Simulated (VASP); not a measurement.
Input of a VASP 6.6.1 run:

File INCAR:

```
SYSTEM = RbBr
PREC = Accurate ; ENCUT = 520
EDIFF = 1E-6 ; ISMEAR = 0
SIGMA = 0.01 ; LREAL = .FALSE.
LASPH = .TRUE. ; NELM = 100
ALGO = Normal ; ISIF = 2
LWAVE = .FALSE. ; LCHARG = .TRUE.
GGA = PS ; LELF = .TRUE.
LVHAR = .TRUE. ; NBANDS = 15
```

Contents of KPOINTS:

```
regular mesh
0
G
  6 6 6
  0 0 0
```

Contents of POSCAR:

```
RbBr
1.0
    4.0700851177      0.0000000000      0.0000000000
    0.0000000000      4.0700851177      0.0000000000
    0.0000000000      0.0000000000      4.0700851177
Rb Br
1 1
Direct
    0.0000000000      0.0000000000      0.0000000000
    0.5000000000      0.5000000000      0.5000000000
```

Potentials or basis: VASP PAW PBE potentials, release 64 (Rb_sv, Br).

Command:

```console
$ cat potpaw_PBE.64/Rb_sv/POTCAR potpaw_PBE.64/Br/POTCAR > POTCAR
$ mpirun -np 1 vasp_std > vasp.out
```

Question: Predict the pressure.

Answer: 0.1 GPa.

Question: Estimate the band gap on the k mesh.

Answer: 4.04 eV (least direct gap 4.20 eV).

Caveat: the PAW data sets were made with another functional, which shifts forces and pressure a little. A k mesh can miss the band edges.
